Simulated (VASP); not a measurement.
SiO2, 6 atoms in the cell. The structure is orthorhombic, space group Pnnm (No. 58). Conventional cell: a = 4.185 Å, b = 4.185 Å, c = 2.669 Å, α = 90.00°, β = 90.00°, γ = 90.00°. Within 2.3 Å of Si (site symmetry 2/m) lie 6 O at 1.76 to 1.81 Å. O (site symmetry m) has 3 Si at 1.76 to 1.81 Å and 1 O at 2.30 Å within 2.4 Å.  This cell differs from its parent crystal: atoms displaced along a vibrational mode.

```yaml
Program: VASP 6.6.1
Task: single point
Functional: r2SCAN
Potentials_or_basis: VASP PAW PBE potentials, release 64 (Si, O)
Cutoff: 520 eV
k_mesh: 6 × 6 × 8
Occupations: gaussian, width 0.05 eV
Spin: no spin polarisation
Dipole_correction: no
Further_INCAR_settings: ALGO = Normal; EDIFF = 1e-06; NBANDS = 25
```

Potentials or basis: VASP PAW PBE potentials, release 64 (Si, O).

The run is started by

```console
$ cat potpaw_PBE.64/Si/POTCAR potpaw_PBE.64/O/POTCAR > POTCAR
$ cp INCAR.step1 INCAR
$ mpirun -np 1 vasp_std > vasp.out
$ cp INCAR.step2 INCAR
$ mpirun -np 1 vasp_std > vasp.out
```

Hardware: 1 thread of Intel(R) Xeon(R) Platinum 8259CL CPU @ 2.50GHz (Skylake/Cascade Lake) (shared host).

Problem. How long does it take, and how much memory?

Solution. Run time: 3.8 min on 1 thread of Intel(R) Xeon(R) Platinum 8259CL CPU @ 2.50GHz (Skylake/Cascade Lake), with other jobs on the host, peak memory 0.2 GiB. Counts: k points 80.
